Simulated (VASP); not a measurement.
# Si54C (a cell with a defect) in VASP: single point with PBE

Aim: the single point of Si54C (a cell with a defect) with PBE.

All numbers are computed with VASP 6.6.1; they aren't measurements. Logs are shortened: lines on timing, memory, paths and dates and some standing lists are left out, and cuts for length are marked.

### Step 1. The cell of the first run

The cell holds a defect, 55 atoms: a = 11.603 Å, b = 11.603 Å, c = 11.603 Å, α = 60.00°, β = 60.00°, γ = 60.00°.

### Step 2. Single point, PBE (with an interstitial atom, then relaxed in part)

Input file INCAR:

```
PREC = Accurate ; ENCUT = 520
EDIFF = 1E-6 ; ISMEAR = 0
SIGMA = 0.01 ; LREAL = Auto
LASPH = True ; NELM = 120
ALGO = Normal ; ISIF = 2
LWAVE = False ; LCHARG = False
GGA = PE ; NBANDS = 143
GGA_COMPAT = False ; KPAR = 2
NCORE = 2
```

Input file KPOINTS:

```
Automatic mesh
0
Gamma
  2 2 2
```

Input file POSCAR:

```
Si54C
1.0
    0.0000000000     -8.2045149780     -8.2045149780
   -8.2045149780     -8.2045149780      0.0000000000
   -8.2045149780      0.0000000000     -8.2045149780
Si C
54 1
Direct
    0.4181857081      0.4145922415      0.4174464588
    0.4130661162      0.0872884327      0.4122328383
    0.4181575024      0.7496709618      0.4174403543
    0.4102972319      0.4243346756      0.0807611915
    0.4101313332      0.0845476320      0.0808081389
    0.4427986080      0.7381078633      0.0808809175
    0.4139661440      0.4183533999      0.7492118094
    0.4124368940      0.0854642356      0.7485665301
    0.4123661886      0.7534111808      0.7486142373
    0.0815753175      0.4242711161      0.4096218995
    0.0816132126      0.0844537076      0.4095047899
    0.0823009341      0.7378761109      0.4416895209
    0.0827473993      0.4173604534      0.0820456809
    0.0676226015      0.0834233412      0.0668514610
    0.0674680549      0.7820848924      0.0669326020
    0.0795075547      0.4189307546      0.7503150927
    0.0793449297      0.0910987077      0.7382901840
    0.0795246184      0.7511246993      0.7501572871
    0.7500166007      0.4183420490      0.4131439569
    0.7496922233      0.0854233619      0.4113452278
    0.7496454593      0.7534176058      0.4113616628
    0.7507952614      0.4191236461      0.0787589658
    0.7389583400      0.0911905099      0.0784753429
    0.7506529878      0.7511621768      0.0787519881
    0.7467025767      0.4208456465      0.7458776189
    0.7467182788      0.0863783132      0.7458782423
    0.7465890791      0.7539198293      0.7453681058
    0.5003661361      0.4999672692      0.4995666379
    0.4994945000      0.1648979267      0.4983620322
    0.4994409445      0.8371001354      0.4984341668
    0.5041996338      0.4926918188      0.1679178925
    0.4898813911      0.1737836754      0.1623591707
    0.5041049775      0.8351597583      0.1679249309
    0.4967579649      0.5038174336      0.8309055513
    0.4967422224      0.1683866968      0.8309226670
    0.4959950944      0.8357702135      0.8323039709
    0.1686742681      0.4923926101      0.5037933124
    0.1632235302      0.1737388568      0.4891067642
    0.1686484803      0.8350774578      0.5036497958
    0.1601998403      0.5208429574      0.1595666239
    0.1601560594      0.1594049973      0.1594439299
    0.2072608560      0.7930404828      0.2061526161
    0.1640765755      0.5015534102      0.8326720867
    0.1631216887      0.1732797309      0.8220917248
    0.1630362442      0.8413363666      0.8221314279
    0.8317009043      0.5038206223      0.4959451098
    0.8317522552      0.1683790597      0.4959161149
    0.8337343162      0.8357062227      0.4946899002
    0.8333444792      0.5016176150      0.1632555324
    0.8229032068      0.1734589630      0.1620275292
    0.8227906471      0.8414305035      0.1620561250
    0.8299585541      0.5040046292      0.8292268309
    0.8291156443      0.1712051057      0.8283105705
    0.8299391377      0.8366342207      0.8292035263
    0.0992110013     -0.0995598723      0.0998374471
```

Potentials or basis: VASP PAW PBE potentials, release 64 (Si, C).

Launch:

```sh
> cat potpaw_PBE.64/Si/POTCAR potpaw_PBE.64/C/POTCAR > POTCAR
> mpirun -np 4 vasp_std > vasp.out
```

OUTCAR:

```text
PREC = Accurate
   ENCUT = 520
   EDIFF = 1E-6
   ISMEAR = 0
   LREAL = Auto
   LASPH = True
   NELM = 120
   ISIF = 2
   GGA = PE

 ion  position               nearest neighbor table
   1  0.418  0.415  0.417-  37 2.36  31 2.36  28 2.37  29 2.37
   2  0.413  0.087  0.412-  38 2.37  32 2.37  29 2.37  30 2.37
   3  0.418  0.750  0.417-  39 2.36  33 2.36  28 2.37  30 2.37
   4  0.410  0.424  0.081-  34 2.37  31 2.37  40 2.37  32 2.37
   5  0.410  0.085  0.081-  33 2.37  35 2.37  41 2.37  32 2.37
   6  0.443  0.738  0.081-  42 2.28  33 2.33  31 2.33  36 2.37
   7  0.414  0.418  0.749-  28 2.37  43 2.37  34 2.37  35 2.37
   8  0.412  0.085  0.749-  44 2.36  35 2.36  36 2.37  29 2.37
   9  0.412  0.753  0.749-  45 2.36  34 2.36  36 2.37  30 2.37
  10  0.082  0.424  0.410-  46 2.37  37 2.37  40 2.37  38 2.37
  11  0.082  0.084  0.410-  47 2.37  39 2.37  41 2.37  38 2.37
  12  0.082  0.738  0.442-  42 2.28  37 2.33  39 2.34  48 2.37
  13  0.083  0.417  0.082-  43 2.36  49 2.36  41 2.45  40 2.45
  14  0.068  0.083  0.067-  55 1.83  50 2.33  44 2.33  41 2.48  42 2.88
  15  0.067  0.782  0.067-  55 1.83  51 2.33  45 2.33  40 2.48  42 2.88
  16  0.080  0.419  0.750-  44 2.33  37 2.34  43 2.36  52 2.36
  17  0.079  0.091  0.738-  38 2.36  44 2.37  45 2.37  53 2.37
[... 22 lines left out ...]
  40  0.160  0.521  0.160-  10 2.37   4 2.37  13 2.45  15 2.48
  41  0.160  0.159  0.159-   5 2.37  11 2.37  13 2.45  14 2.48
  42  0.207  0.793  0.206-  55 1.76  12 2.28   6 2.28  15 2.88  14 2.88
  43  0.164  0.502  0.833-  13 2.36  16 2.36  18 2.36   7 2.37
  44  0.163  0.173  0.822-  14 2.33  16 2.33   8 2.36  17 2.37
  45  0.163  0.841  0.822-  18 2.33  15 2.33   9 2.36  17 2.37
  46  0.832  0.504  0.496-  21 2.36  10 2.37  25 2.37  19 2.37
  47  0.832  0.168  0.496-  20 2.36  11 2.37  26 2.37  19 2.37
  48  0.834  0.836  0.495-  21 2.37  20 2.37  12 2.37  27 2.38
  49  0.833  0.502  0.163-  13 2.36  22 2.36  24 2.36  19 2.37
  50  0.823  0.173  0.162-  14 2.33  22 2.33  20 2.36  23 2.37
  51  0.823  0.841  0.162-  15 2.33  24 2.33  21 2.36  23 2.37
  52  0.830  0.504  0.829-  22 2.36  16 2.36  25 2.37  27 2.37
  53  0.829  0.171  0.828-  25 2.37  26 2.37  23 2.37  17 2.37
  54  0.830  0.837  0.829-  24 2.36  18 2.36  26 2.37  27 2.37
  55  0.099  0.900  0.100-  42 1.76  15 1.83  14 1.83

  LATTYP: Found a face centered cubic cell.
 ALAT       =    16.4090299560

  Lattice vectors:

 A1 = (   0.0000000000,  -8.2045149780,  -8.2045149780)
 A2 = (  -8.2045149780,  -8.2045149780,   0.0000000000)
 A3 = (  -8.2045149780,   0.0000000000,  -8.2045149780)

Analysis of symmetry for initial positions (statically):
=====================================================================
 Subroutine PRICEL returns:
 Original cell was already a primitive cell.

 Routine SETGRP: Setting up the symmetry group for a
 face centered cubic supercell.

 Subroutine GETGRP returns: Found  1 space group operations
 (whereof  1 operations were pure point group operations)
 out of a pool of 48 trial point group operations.

The static configuration has the point symmetry C_1 .

Analysis of symmetry for dynamics (positions and initial velocities):
=====================================================================
 Subroutine PRICEL returns:
 Original cell was already a primitive cell.

 Routine SETGRP: Setting up the symmetry group for a
 face centered cubic supercell.

 Subroutine GETGRP returns: Found  1 space group operations
 (whereof  1 operations were pure point group operations)
 out of a pool of 48 trial point group operations.

The dynamic configuration has the point symmetry C_1 .

 Subroutine INISYM returns: Found  1 space group operations
 (whereof  1 operations are pure point group operations),
 and found     1 'primitive' translations

----------------------------------------------------------------------------------------

                                     Primitive cell

  volume of cell :    1104.5585

  direct lattice vectors                    reciprocal lattice vectors
     0.000000000 -8.204514978 -8.204514978     0.060942055 -0.060942055 -0.060942055
    -8.204514978 -8.204514978  0.000000000    -0.060942055 -0.060942055  0.060942055
    -8.204514978  0.000000000 -8.204514978    -0.060942055  0.060942055 -0.060942055

  length of vectors
    11.602936355 11.602936355 11.602936355     0.105554735  0.105554735  0.105554735

[... 124 lines left out ...]

  Cartesian coordinates                     Fractional coordinates (reciprocal lattice)
     0.030471027 -0.030471027 -0.030471027     0.500000000  0.000000000  0.000000000
    -0.030471027 -0.030471027  0.030471027     0.000000000  0.500000000  0.000000000
    -0.030471027  0.030471027 -0.030471027     0.000000000  0.000000000  0.500000000

  Length of vectors
     0.052777367  0.052777367  0.052777367

  Shift w.r.t. Gamma in fractional coordinates (k-lattice)
     0.000000000  0.000000000  0.000000000

 Subroutine IBZKPT returns following result:
 ===========================================

 Found      8 irreducible k-points:

 Following reciprocal coordinates:
            Coordinates               Weight
  0.000000  0.000000  0.000000      1.000000
  0.500000  0.000000  0.000000      1.000000
  0.000000  0.500000  0.000000      1.000000
  0.000000  0.000000  0.500000      1.000000
  0.500000  0.500000  0.500000      1.000000
  0.500000  0.500000  0.000000      1.000000
  0.000000  0.500000  0.500000      1.000000
  0.500000  0.000000  0.500000      1.000000
   k-points           NKPTS =      8   k-points in BZ     NKDIM =      8   number of bands    NBANDS=    143
   number of dos      NEDOS =    301   number of ions     NIONS =     55
   total plane-waves  NPLWV = 729000
   dimension x,y,z NGX =    90 NGY =   90 NGZ =   90
   dimension x,y,z NGXF=   180 NGYF=  180 NGZF=  180
   ions per type =              54   1
   NGX,Y,Z   is equivalent  to a cutoff of  12.90, 12.90, 12.90 a.u.
   NGXF,Y,Z  is equivalent  to a cutoff of  25.79, 25.79, 25.79 a.u.
 SYSTEM =  unknown system
   PREC   = accura    normal or accurate (medium, high low for compatibility)
   ISTART =      0    job   : 0-new  1-cont  2-samecut
   ICHARG =      2    charge: 1-file 2-atom 10-const
   ISPIN  =      1    spin polarized calculation?
   LNONCOLLINEAR =      F non collinear calculations
   LSORBIT =      F    spin-orbit coupling
   LASPH  =      T    aspherical Exc in radial PAW
   ENCUT  =  520.0 eV  38.22 Ry    6.18 a.u.  21.57 21.57 21.57*2*pi/ulx,y,z
   NELM   =    120;   NELMIN=  2; NELMDL= -5     # of ELM steps
   EDIFF  = 0.1E-05   stopping-criterion for ELM
   LREAL  =      T    real-space projection
   EDIFFG = 0.1E-04   stopping-criterion for IOM
   NSW    =      0    number of steps for IOM
   IBRION =     -1    ionic relax: 0-MD 1-quasi-New 2-CG
   NFREE  =      0    steps in history (QN), initial steepest desc. (CG)
   ISIF   =      2    stress and relaxation
   ISYM   =      2    0-nonsym 1-usesym 2-fastsym
   POTIM  = 0.5000    time-step for ionic-motion
   TEBEG  =    0.0;   TEEND  =   0.0 temperature during run
   PSTRESS=    0.0 pullay stress
   NELECT =     220.0000    total number of electrons
   NUPDOWN=      -1.0000    fix difference up-down
   EMIN   =  10.00;   EMAX   =-10.00  energy-range for DOS
   EFERMI =   0.00;   METHOD = LEGACY
   ISMEAR =     0;   SIGMA  =   0.01  broadening in eV -4-tet -1-fermi 0-gaus
   EFERMI_NEDOS =   21; number of points for ismear=-14 and -15
   IALGO  =     38    algorithm
   IMIX   =      4    mixing-type and parameters
     AMIX     =   0.40;   BMIX     =  1.00
     AMIX_MAG =   1.60;   BMIX_MAG =  1.00
  volume/ion in A,a.u.               =      20.08       135.53
  Fermi-wavevector in a.u.,A,eV,Ry     =   0.956062  1.806696 12.436472  0.914055
  Thomas-Fermi vector in A             =   2.084956
   LORBIT       =      0    0 simple, 1 ext, 2 COOP (PROOUT), +10 PAW based schemes
   GGA     = PE    functional components
   LHFCALC =     F    Hartree Fock is set to
   AEXX    =    0.0000 exact exchange contribution
   IVDW    =     0    specifies the selected vdW correction
   LEPSILON=     F    determine dielectric tensor
   LRPA    =     F    only Hartree local field effects (RPA)
 non-spin polarized calculation
 Gauss-broadening in eV      SIGMA  =   0.01
  energy-cutoff  :      520.00
  volume of cell :     1104.56
 maximum number of plane-waves:     29794
 NGX is ok and might be reduce to    90
   NGX = 43   NGY = 43   NGZ = 43

 number of electron     219.9999998 magnetization

 Free energy of the ion-electron system (eV)
  ---------------------------------------------------
  ext. energy  EPLUGINS =         0.00000000
  ---------------------------------------------------
  free energy    TOTEN  =      -298.03295672 eV

  energy without entropy =     -298.03295672  energy(sigma->0) =     -298.03295672

 E-fermi :   6.0642     XC(G=0):  -9.3666

 val. band max:        6.0093246741   @ k =   0.0000   0.0000   0.0000
 cond. band min:       6.3068488646   @ k =   0.5000   0.0000   0.5000
 fundamental gap:      0.2975241905
 Fermi energy:         6.0641613906

 k-point     1 :       0.0000    0.0000    0.0000
  band No.  band energies     occupation
      1      -7.0853      2.00000
      2      -6.0105      2.00000
      3      -4.9657      2.00000
      4      -4.9070      2.00000
      5      -4.8873      2.00000
      6      -4.8213      2.00000
[... 989 lines left out ...]
    121       7.6870      0.00000
    122       7.6906      0.00000
 [bands above 122 left out]

------------------------ aborting loop because EDIFF is reached ----------------------------------------

  FORCE on cell =-STRESS in cart. coord.  units (eV):
  Direction    XX          YY          ZZ          XY          YZ          ZX
  --------------------------------------------------------------------------------------
  -------------------------------------------------------------------------------------
  Total        0.4670914      0.4876111     13.5568857     -3.8485547     -0.0146387     -0.0161845
  in kB        0.6775224      0.7072865     19.6644491     -5.5823815     -0.0212337     -0.0234758
  external PRESSURE =       7.0164193 kB  Pullay stress =       0.0000000 kB

 VOLUME and BASIS-vectors are now :
 -----------------------------------------------------------------------------
  energy-cutoff  :      520.00
  volume of cell :     1104.56
      direct lattice vectors                 reciprocal lattice vectors
     0.000000000 -8.204514978 -8.204514978     0.060942055 -0.060942055 -0.060942055
    -8.204514978 -8.204514978  0.000000000    -0.060942055 -0.060942055  0.060942055
    -8.204514978  0.000000000 -8.204514978    -0.060942055  0.060942055 -0.060942055

 POSITION                                       TOTAL-FORCE (eV/Angst)
 -----------------------------------------------------------------------------------
     -6.82647     -6.83254     -6.85596         0.000225     -0.000906      0.003220
     -4.09833     -4.10517     -6.77118         0.003445     -0.001195     -0.001160
     -9.57558     -9.58147     -6.85568         0.000862     -0.000024      0.000536
     -4.14407     -6.84775     -4.02890        -0.007117      0.001331      0.002908
     -1.35666     -4.05860     -4.02792         0.007547     -0.004330     -0.001636
     -6.71941     -9.68876     -4.29654        -0.008690      0.011047      0.007174
[... 47 lines left out ...]
    -13.66739    -13.67343    -13.61246         0.002141     -0.001626     -0.000735
     -8.20679     -8.20165     -1.63310         0.002702      0.000115      0.006793
 -----------------------------------------------------------------------------------
    total drift:                               -0.000954      0.000137      0.020532

  FREE ENERGIE OF THE ION-ELECTRON SYSTEM (eV)
  ---------------------------------------------------
  free  energy   TOTEN  =      -298.0329567185 eV

  energy  without entropy=     -298.0329567185  energy(sigma->0) =     -298.03295672
```

Run time: 42 min. Hardware: 4 MPI ranks of AMD EPYC 7R43 (Zen 3), shared host; peak memory 0.92 GiB.

Results:

```yaml
Free_energy: -298.0330 eV
Pressure: 0.7 GPa
Largest_force: 0.029 eV/Å
Band_gap_on_the_k_mesh: zero (bands 110 and 111 overlap by 0.30 eV)
```

Forces on the atoms (eV/Å):
```
Si   0.000 -0.001  0.003
Si   0.003 -0.001 -0.001
Si   0.001  0.000  0.001
Si  -0.007  0.001  0.003
Si   0.008 -0.004 -0.002
Si  -0.009  0.011  0.007
Si   0.000  0.002 -0.003
Si   0.002  0.000 -0.001
Si   0.000  0.002 -0.002
Si   0.001 -0.002  0.001
Si   0.001  0.002  0.003
Si   0.000 -0.002 -0.004
Si  -0.021 -0.018 -0.010
Si   0.013  0.011 -0.001
Si  -0.001 -0.013 -0.005
Si   0.004 -0.006  0.002
Si   0.002 -0.001  0.001
Si  -0.003  0.001 -0.003
Si   0.001 -0.002 -0.002
Si   0.002  0.002  0.000
Si  -0.002  0.002  0.000
Si  -0.005  0.007  0.002
Si   0.002 -0.002 -0.007
Si  -0.006 -0.004 -0.005
Si  -0.001  0.001  0.000
Si  -0.003  0.000  0.002
Si   0.002 -0.001  0.000
Si  -0.001 -0.001  0.002
Si   0.001  0.004 -0.009
Si  -0.003 -0.004 -0.006
Si   0.007 -0.005 -0.004
Si  -0.008  0.005  0.004
Si   0.006 -0.002 -0.004
Si  -0.006 -0.001  0.003
Si   0.002  0.004  0.003
Si  -0.006  0.005  0.007
Si  -0.002 -0.002  0.002
Si  -0.002 -0.003 -0.001
Si   0.007  0.005  0.001
Si   0.011  0.006  0.011
Si   0.000  0.006  0.001
Si   0.001 -0.002  0.006
Si   0.002  0.000  0.002
Si  -0.005  0.007 -0.004
Si  -0.008  0.005 -0.005
Si   0.003 -0.008  0.003
Si   0.005  0.000  0.002
Si   0.002 -0.002  0.006
Si   0.003  0.001  0.001
Si  -0.001 -0.002 -0.004
Si   0.002  0.002 -0.001
Si   0.001  0.000  0.001
Si   0.003 -0.002 -0.004
Si   0.002 -0.002 -0.001
C    0.003  0.000  0.007
```

Stress tensor (GPa, compression positive):
```
 0.07 -0.56  0.00
-0.56  0.07  0.00
 0.00  0.00  1.97
```

Caveat: the cell differs from its parent crystal (with an interstitial atom, then relaxed in part).

The gap in the log of VASP goes by the Fermi energy; the results here count the filled bands.